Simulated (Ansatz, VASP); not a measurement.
**One calculation of Cl, two programs**

```
Cl
1.0
     3.14500   -2.25000    0.00000
     3.14500    2.25000    0.00000
     0.00000    0.00000    8.21000
Cl
4
Direct
  0.37000 0.63000 0.40000
  0.13000 0.87000 0.90000
  0.63000 0.37000 0.60000
  0.87000 0.13000 0.10000
```

Alike in both runs: task relaxation of cell and atoms; functional PBE; dispersion D4; k mesh 7 × 7 × 4; occupations fermi-dirac, width 0.05 eV; no spin polarisation.

```csv
,VASP,Ansatz
version,VASP 6.6.1,Ansatz 0.2.0
potentials or method,"VASP PAW PBE potentials, release 64 (Cl)",Ansatz PAW
plane-wave cutoff (eV),600,420
valence electrons in the cell,28,28
```

```tsv
	VASP	Ansatz	Ansatz less VASP
relaxed volume (Å³/atom)	27.08	27.03	-0.056
relaxed length of the cell vector where the two differ most in proportion (Å)	3.854	3.863	+0.0087
```

Noted on Ansatz's run: odd divisions of the mesh miss points on the zone boundary, where band edges often lie, so the gap on the mesh can be too wide; the plane-wave basis is chosen anew once the cell has moved, so the energies of steps on either side of that aren't comparable.
